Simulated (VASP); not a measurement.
Wanted: the native input for a VASP 6.6.1 run.

```yaml
Task: relaxation of cell and atoms
Functional: PBE
Potentials_or_basis: VASP PAW PBE potentials, release 64 (Mg, Cd, S)
Cutoff: 600 eV
k_mesh: 10 × 10 × 10
Occupations: gaussian, width 0.02 eV
Spin: no spin polarisation
Dipole_correction: no
Further_INCAR_settings: ALGO = Normal; EDIFF = 1e-07; IBRION = 2; EDIFFG = -0.01; NSW = 100; ISIF = 3
```

The structure of Mg2CdS3 lies in POSCAR:

```
Mg2CdS3
1.0
   -1.8857631130      1.8857631130      8.0041301705
    1.8857631130     -1.8857631130      8.0041301705
    1.8857631130      1.8857631130     -8.0041301705
Mg Cd S
2 1 3
Direct
    0.6670489745      0.6670489745      0.0000000000
    0.3329510255      0.3329510255      0.0000000000
    0.0000000000      0.0000000000      0.0000000000
    0.1700674743      0.1700674743      0.0000000000
    0.8299325257      0.8299325257      0.0000000000
    0.5000000000      0.5000000000      0.0000000000
```

These files were run (other wordings do the same):

INCAR

```
  PREC = Accurate
  ENCUT = 600
  EDIFF = 1E-7
  ISMEAR = 0
  SIGMA = 0.02
  LREAL = F
  LASPH = T
  NELM = 80
  ALGO = Normal
  ISIF = 3
  LWAVE = F
  LCHARG = F
  GGA = PE
  IBRION = 2
  NSW = 100
  EDIFFG = -0.01
```

KPOINTS

```
Automatic mesh
0
Gamma
  10 10 10
```

Potentials or basis: VASP PAW PBE potentials, release 64 (Mg, Cd, S).

Run with:

```bash
$ cat potpaw_PBE.64/Mg/POTCAR potpaw_PBE.64/Cd/POTCAR potpaw_PBE.64/S/POTCAR > POTCAR
$ mpirun -np 1 vasp_std > vasp.out
```

It gave:

The relaxed volume is 18.97 Å³/atom, the relaxed cell is a = 8.437 Å, b = 8.437 Å, c = 8.437 Å, α = 154.17°, β = 154.17°, γ = 36.85° and the space group after relaxing (to 0.1 Å) is I4/mmm (No. 139). The energy gained by relaxing is 0.1 meV/atom and the ionic steps are 4. The pressure after relaxing is 0.0 GPa and the largest force after relaxing is 0.008 eV/Å. The band gap on the k mesh is 1.25 eV (least direct gap 2.11 eV).

It took 25 min on 1 thread of Intel(R) Xeon(R) 6975P-C (Granite Rapids) (shared host), peak memory 0.97 GiB.
